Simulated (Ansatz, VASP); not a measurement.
## One calculation of SrCl2, two programs

```
Sr Cl
1.0
     0.00000    3.48550    3.48550
     3.48550    0.00000    3.48550
     3.48550    3.48550    0.00000
Sr Cl
1 2
Cartesian
  0.0000 0.0000 0.0000
  1.7137 1.6673 1.8016
  5.2573 5.3037 5.1694
```

Change from the starting cell: mode 8 (171.7 1/cm) frozen in, largest displacement +0.100 Å.

Alike in both runs: task single point; functional PBEsol; k mesh 6 × 6 × 6; occupations gaussian, width 0.05 eV; no spin polarisation.

|  | VASP | Ansatz |
| --- | --- | --- |
| version | VASP 6.6.1 | Ansatz 0.2.0 |
| potentials or method | VASP PAW PBE potentials, release 64 (Sr_sv, Cl), cutoff 520 eV | scalar-relativistic, plane waves, PAW |
| valence electrons in the cell | 24 | 24 |

```csv
,VASP,Ansatz,Ansatz less VASP
gap on the k mesh at the Fermi level (eV),5.10,5.11,+0.010
least direct gap on the mesh (eV),5.35,5.35,+0.003
pressure (GPa),-0.7,-0.8,-0.12
"traceless stress, the component that is largest in VASP (GPa)",0.62,0.59,-0.031
rms of the force components (eV/Å),0.174,0.171,-0.0024
```

VASP's potentials were made for PBE, not for PBEsol. Atom by atom the forces differ by 0.002 eV/Å (rms over components).
